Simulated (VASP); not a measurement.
ZrB2:

```xyz
3
Lattice="3.1700 0.0000 0.0000 -1.5850 2.7453 0.0000 0.0000 0.0000 3.5330" Properties=species:S:1:pos:R:3 pbc="T T T"
Zr    0.0000    0.0000    0.0000
B     0.0000    1.8302    1.7665
B     1.5850    0.9151    1.7665
```

Base run:

| Item | Value |
| --- | --- |
| Program | VASP 6.6.1 |
| Functional | PBE |
| Potentials or basis | VASP PAW PBE potentials, release 64 (Zr_sv, B) |
| Cutoff | 500 eV |
| k mesh | 10 × 10 × 8 |
| Occupations | fermi-dirac, width 0.1 eV |
| Spin | no spin polarisation |

Its results: band gap on the k mesh zero (bands 9 and 10 overlap by 0.81 eV); pressure 1.0 GPa.

Task: The run is repeated on the same cell with these changes: occupations from fermi-dirac, width 0.1 eV to fermi-dirac, width 0.5 eV. What comes out?

Result: Band gap on the k mesh zero (bands 9 and 10 overlap by 0.81 eV); pressure 2.4 GPa.

Caveats: so wide a smearing shifts energies and pressures (at least some runs).
